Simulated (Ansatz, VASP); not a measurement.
**In3GaAs4 in VASP and in Ansatz**

```
In Ga As
1.0
     4.32457    0.00000    0.00000
     0.00000    8.67057    0.00000
     0.00000    0.00000    6.01577
In Ga As
3 1 4
Cartesian
  0.0000 6.5786 1.5016
  2.1623 4.3353 4.5214
  0.0000 2.0920 1.5016
  2.1623 0.0000 4.4930
  0.0000 0.0000 5.8447
  2.1623 6.6048 3.0703
  0.0000 4.3353 0.0602
  2.1623 2.0658 3.0703
```

Change from the starting cell: species swapped into the Cd4Te3Se type (Pmm2, No. 25).

Alike in both runs: functional PBE; k mesh 4 × 2 × 3; occupations gaussian, width 0.2 eV; no spin polarisation.

Ansatz relaxed the structure, and its values are those at the end. VASP's run is a single point on that final structure, the one shown.

|  | VASP | Ansatz |
| --- | --- | --- |
| version | VASP 6.6.1 | Ansatz 0.2.0 |
| potentials or method | VASP PAW PBE potentials, release 64 (In_d, Ga_d, As), cutoff 520 eV | scalar-relativistic, plane waves, PAW |
| valence electrons in the cell | 72 | 112 |

Ansatz gave:

* gap on the k mesh at the Fermi level (eV): none
* pressure (GPa): 0.0
* rms of the force components (eV/Å): 0.005

Question: Which values does VASP return?

Answer: gap on the k mesh at the Fermi level (eV): none; pressure (GPa): 0.0; rms of the force components (eV/Å): 0.006.

A gap of «none» marks a metal or a gap that the smearing closes. VASP's potentials hold 72 valence electrons a cell and Ansatz's 112, so a difference there can come from the potentials and not from the codes.

The k mesh is coarse, so the values compare programs but aren't converged.
